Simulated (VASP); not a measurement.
# Mg (Im-3m) in VASP: further runs

Runs on Mg. Level: LDA. Tasks: relaxation of cell and atoms.

Program: VASP 6.6.1. These are calculated values, not measurements. Logs are shortened: lines on timing, memory, paths and dates and some standing lists are left out, and cuts for length are marked.

**1. The cell of the first run**

It takes space group Im-3m (No. 229, cubic). The conventional cell has a = 2.979 Å, b = 2.979 Å, c = 2.979 Å, α = 90.00°, β = 90.00°, γ = 90.00°. Mg (site symmetry m-3m) has 14 Mg at 2.58 to 2.98 Å within 3.4 Å.

**2. Relaxation of cell and atoms, LDA, target pressure 75 GPa, at which the enthalpy is minimised**

INCAR reads:

```
PREC = Accurate
ENCUT = 600
EDIFF = 1E-7
ISMEAR = 0
SIGMA = 0.1
LREAL = F
LASPH = T
NELM = 100
ALGO = Fast
ISIF = 3
LWAVE = F
LCHARG = F
GGA = CA
IBRION = 2
NSW = 70
EDIFFG = -0.004
PSTRESS = 750.0
```

KPOINTS reads:

```
regular mesh
0
Gamma
  20 20 20
```

POSCAR reads:

```
Mg
1.0
   -1.4895935573      1.4895935573      1.4895935573
    1.4895935573     -1.4895935573      1.4895935573
    1.4895935573      1.4895935573     -1.4895935573
Mg
1
Direct
    0.0000000000      0.0000000000      0.0000000000
```

Potentials or basis: VASP PAW LDA potentials, release 64 (Mg).

Command:

```sh
$ cat potpaw_LDA.64/Mg/POTCAR > POTCAR
$ mpirun -np 1 vasp_std > vasp.out
```

OUTCAR:

```text
PREC = Accurate
   ENCUT = 600
   EDIFF = 1E-7
   ISMEAR = 0
   LREAL = F
   LASPH = T
   NELM = 100
   ISIF = 3
   GGA = CA
   IBRION = 2
   NSW = 70
   EDIFFG = -0.004
   PSTRESS = 750.0

 ion  position               nearest neighbor table
   1  0.000  0.000  0.000-

  LATTYP: Found a body centered cubic cell.
 ALAT       =     2.9791871146

  Lattice vectors:

 A1 = (  -1.4895935573,   1.4895935573,   1.4895935573)
 A2 = (   1.4895935573,  -1.4895935573,   1.4895935573)
 A3 = (   1.4895935573,   1.4895935573,  -1.4895935573)

Analysis of symmetry for initial positions (statically):
=====================================================================
 Subroutine PRICEL returns:
 Original cell was already a primitive cell.

 Routine SETGRP: Setting up the symmetry group for a
 body centered cubic supercell.

 Subroutine GETGRP returns: Found 48 space group operations
 (whereof 48 operations were pure point group operations)
 out of a pool of 48 trial point group operations.

The static configuration has the point symmetry O_h .

Analysis of symmetry for dynamics (positions and initial velocities):
=====================================================================
 Subroutine PRICEL returns:
 Original cell was already a primitive cell.

 Routine SETGRP: Setting up the symmetry group for a
 body centered cubic supercell.

 Subroutine GETGRP returns: Found 48 space group operations
 (whereof 48 operations were pure point group operations)
 out of a pool of 48 trial point group operations.

The dynamic configuration has the point symmetry O_h .

 Subroutine INISYM returns: Found 48 space group operations
 (whereof 48 operations are pure point group operations),
 and found     1 'primitive' translations

----------------------------------------------------------------------------------------

                                     Primitive cell

  volume of cell :      13.2210

  direct lattice vectors                    reciprocal lattice vectors
    -1.489593557  1.489593557  1.489593557     0.000000000  0.335662032  0.335662032
     1.489593557 -1.489593557  1.489593557     0.335662032  0.000000000  0.335662032
     1.489593557  1.489593557 -1.489593557     0.335662032  0.335662032  0.000000000

  length of vectors
     2.580051724  2.580051724  2.580051724     0.474697798  0.474697798  0.474697798

  position of ions in fractional coordinates (direct lattice)
     0.000000000  0.000000000  0.000000000

  ion indices of the primitive-cell ions
   primitive index   ion index
                 1           1

----------------------------------------------------------------------------------------

 KPOINTS: regular mesh

Automatic generation of k-mesh.
 Grid dimensions read from file:
 generate k-points for:   20   20   20

 Generating k-lattice:

  Cartesian coordinates                     Fractional coordinates (reciprocal lattice)
     0.000000000  0.016783102  0.016783102     0.050000000  0.000000000  0.000000000
     0.016783102  0.000000000  0.016783102     0.000000000  0.050000000  0.000000000
     0.016783102  0.016783102  0.000000000     0.000000000  0.000000000  0.050000000

  Length of vectors
     0.023734890  0.023734890  0.023734890

  Shift w.r.t. Gamma in fractional coordinates (k-lattice)
     0.000000000  0.000000000  0.000000000

 Subroutine IBZKPT returns following result:
 ===========================================

 Found    256 irreducible k-points:

 Following reciprocal coordinates:
            Coordinates               Weight
  0.000000  0.000000  0.000000      1.000000
  0.050000  0.000000  0.000000     12.000000
  0.100000  0.000000  0.000000     12.000000
  0.150000  0.000000  0.000000     12.000000
  0.200000  0.000000  0.000000     12.000000
  0.250000  0.000000  0.000000     12.000000
[... 16 lines left out ...]
  0.200000  0.100000  0.000000     48.000000
  0.250000  0.100000  0.000000     48.000000
 [... further k-points ...]
   k-points           NKPTS =    256   k-points in BZ     NKDIM =    256   number of bands    NBANDS=      5
   number of dos      NEDOS =    301   number of ions     NIONS =      1
   total plane-waves  NPLWV =  13824
   dimension x,y,z NGX =    24 NGY =   24 NGZ =   24
   dimension x,y,z NGXF=    48 NGYF=   48 NGZF=   48
   ions per type =               1
   NGX,Y,Z   is equivalent  to a cutoff of  15.46, 15.46, 15.46 a.u.
   NGXF,Y,Z  is equivalent  to a cutoff of  30.93, 30.93, 30.93 a.u.
 SYSTEM =  unknown system
   PREC   = accura    normal or accurate (medium, high low for compatibility)
   ISTART =      0    job   : 0-new  1-cont  2-samecut
   ICHARG =      2    charge: 1-file 2-atom 10-const
   ISPIN  =      1    spin polarized calculation?
   LNONCOLLINEAR =      F non collinear calculations
   LSORBIT =      F    spin-orbit coupling
   LASPH  =      T    aspherical Exc in radial PAW
   ENCUT  =  600.0 eV  44.10 Ry    6.64 a.u.   5.15  5.15  5.15*2*pi/ulx,y,z
   NELM   =    100;   NELMIN=  2; NELMDL= -5     # of ELM steps
   EDIFF  = 0.1E-06   stopping-criterion for ELM
   LREAL  =      F    real-space projection
   EDIFFG = -.4E-02   stopping-criterion for IOM
   NSW    =     70    number of steps for IOM
   IBRION =      2    ionic relax: 0-MD 1-quasi-New 2-CG
   NFREE  =      1    steps in history (QN), initial steepest desc. (CG)
   ISIF   =      3    stress and relaxation
   ISYM   =      2    0-nonsym 1-usesym 2-fastsym
   POTIM  = 0.5000    time-step for ionic-motion
   TEBEG  =    0.0;   TEEND  =   0.0 temperature during run
   PSTRESS=  750.0 pullay stress
   NELECT =       2.0000    total number of electrons
   NUPDOWN=      -1.0000    fix difference up-down
   EMIN   =  10.00;   EMAX   =-10.00  energy-range for DOS
   EFERMI =   0.00;   METHOD = LEGACY
   ISMEAR =     0;   SIGMA  =   0.10  broadening in eV -4-tet -1-fermi 0-gaus
   EFERMI_NEDOS =   21; number of points for ismear=-14 and -15
   IALGO  =     68    algorithm
   IMIX   =      4    mixing-type and parameters
     AMIX     =   0.40;   BMIX     =  1.00
     AMIX_MAG =   1.60;   BMIX_MAG =  1.00
  volume/ion in A,a.u.               =      13.22        89.22
  Fermi-wavevector in a.u.,A,eV,Ry     =   0.872296  1.648400 10.352669  0.760900
  Thomas-Fermi vector in A             =   1.991525
   LORBIT       =      0    0 simple, 1 ext, 2 COOP (PROOUT), +10 PAW based schemes
   GGA     = CA    functional components
   LHFCALC =     F    Hartree Fock is set to
   AEXX    =    0.0000 exact exchange contribution
   IVDW    =     0    specifies the selected vdW correction
   LEPSILON=     F    determine dielectric tensor
   LRPA    =     F    only Hartree local field effects (RPA)
 conjugate gradient relaxation of ions
 non-spin polarized calculation
 RMM-DIIS sequential band-by-band and
 Gauss-broadening in eV      SIGMA  =   0.10
  energy-cutoff  :      600.00
  volume of cell :       13.22
 maximum number of plane-waves:       466
 NGX is ok and might be reduce to    24
   NGX = 11   NGY = 11   NGZ = 11

--------------------------------------- Ionic step        1  -------------------------------------------

 number of electron       2.0000000 magnetization

 Free energy of the ion-electron system (eV)
  ---------------------------------------------------
  ext. energy  EPLUGINS =         0.00000000
  ---------------------------------------------------
  free energy    TOTEN  =        -0.92446706 eV

  energy without entropy =       -0.92366103  energy(sigma->0) =       -0.92406404

------------------------ aborting loop because EDIFF is reached ----------------------------------------

  FORCE on cell =-STRESS in cart. coord.  units (eV):
  Direction    XX          YY          ZZ          XY          YZ          ZX
  --------------------------------------------------------------------------------------
  -------------------------------------------------------------------------------------
  Total        4.1516766      4.1516766      4.1516766      0.0000000      0.0000000     -0.0000000
  in kB      503.1190429    503.1190429    503.1190429      0.0000000      0.0000000     -0.0000000
  external PRESSURE =    -246.8809571 kB  Pullay stress =     750.0000000 kB
[... 207 lines left out ...]
  enthalpy is  TOTEN    =         5.1572179084 eV   P V=        5.5893517592

--------------------------------------- Ionic step        7  -------------------------------------------

 number of electron       2.0000000 magnetization

 Free energy of the ion-electron system (eV)
  ---------------------------------------------------
  ext. energy  EPLUGINS =         0.00000000
  ---------------------------------------------------
  free energy    TOTEN  =        -0.42129099 eV

  energy without entropy =       -0.42041590  energy(sigma->0) =       -0.42085344

 E-fermi :   7.0814     XC(G=0): -11.0746

 val. band max:        7.0452718327   @ k =   0.3000   0.2500   0.1500
 cond. band min:       7.1172198608   @ k =  -0.3500  -0.3500   0.0500
 fundamental gap:      0.0719480281
 Fermi energy:         7.0814156534

 k-point     1 :       0.0000    0.0000    0.0000
  band No.  band energies     occupation
      1      -3.1802      2.00000
      2      24.9892      0.00000
      3      24.9892      0.00000
      4      24.9892      0.00000
      5      27.9821      0.00000

 k-point     2 :       0.0500    0.0000    0.0000
  band No.  band energies     occupation
      1      -3.0884      2.00000
      2      24.1817      0.00000
      3      24.4886      0.00000
      4      24.9057      0.00000
      5      27.0439      0.00000
[... 169 lines left out ...]
 k-point    24 :       0.2500    0.1000    0.0000
  band No.  band energies     occupation
      1       0.2776      2.00000
      2      12.9452      0.00000
      3      17.5169      0.00000
      4      22.7080      0.00000
      5      24.4968      0.00000

 [... further k-points ...]
[... 5 lines left out ...]
  --------------------------------------------------------------------------------------
  -------------------------------------------------------------------------------------
  Total        5.5784337      5.5784337      5.5784337     -0.0000000      0.0000000     -0.0000000
  in kB      749.9951236    749.9951236    749.9951236     -0.0000000      0.0000000     -0.0000000
  external PRESSURE =      -0.0048764 kB  Pullay stress =     750.0000000 kB
[... 16 lines left out ...]
  FREE ENERGIE OF THE ION-ELECTRON SYSTEM (eV)
  ---------------------------------------------------
  free  energy   TOTEN  =        -0.4212909889 eV

  energy  without entropy=       -0.4204158960  energy(sigma->0) =       -0.42085344

  enthalpy is  TOTEN    =         5.1571789919 eV   P V=        5.5784699808

 reached required accuracy - stopping structural energy minimisation
```

It took 22 s on 1 thread of Intel Xeon 6975P-C (Granite Rapids), shared host; peak memory 0.16 GiB.

What came out:

- Free energy: -0.4213 eV
- Relaxed volume: 11.92 Å³/atom
- Relaxed cell: a = 2.492 Å, b = 2.492 Å, c = 2.492 Å, α = 109.47°, β = 109.47°, γ = 109.47°
- Space group after relaxing (to 0.05 Å): Im-3m (No. 229)
- Energy change on relaxing (the enthalpy is what falls): +503.2 meV/atom
- Ionic steps: 7
- Pressure after relaxing: 75.0 GPa
- Band gap on the k mesh: zero (band 1 reaches 10.92 eV, above the bottom of band 2 at 6.10 eV)

The path:
| step | energy change (eV) | largest force (eV/Å) | pressure (GPa) | volume (Å³) |
| --- | --- | --- | --- | --- |
| 1 | 0.0000 | 0.0000 | 50.31 | 13.22 |
| 2 | 2.0092 | 0.0000 | 151.98 | 9.69 |
| 3 | 0.4644 | 0.0000 | 73.09 | 12.00 |
| 4 | 0.4984 | 0.0000 | 74.76 | 11.93 |
| 5 | 0.5101 | 0.0000 | 75.34 | 11.90 |
| 6 | 0.4923 | 0.0000 | 74.46 | 11.94 |
| 7 | 0.5032 | 0.0000 | 75.00 | 11.92 |

Final structure:
```yaml
crystal:
  lattice:
    - [-1.43891, 1.43891, 1.43891]
    - [1.43891, -1.43891, 1.43891]
    - [1.43891, 1.43891, -1.43891]
  atoms:
    - { symbol: Mg, position: [0.00000, 0.00000, 0.00000] }
```

Caveat: the cell is relaxed towards a set pressure, so the enthalpy falls and the energy may rise.

(Part 1 of 3 ends here.)
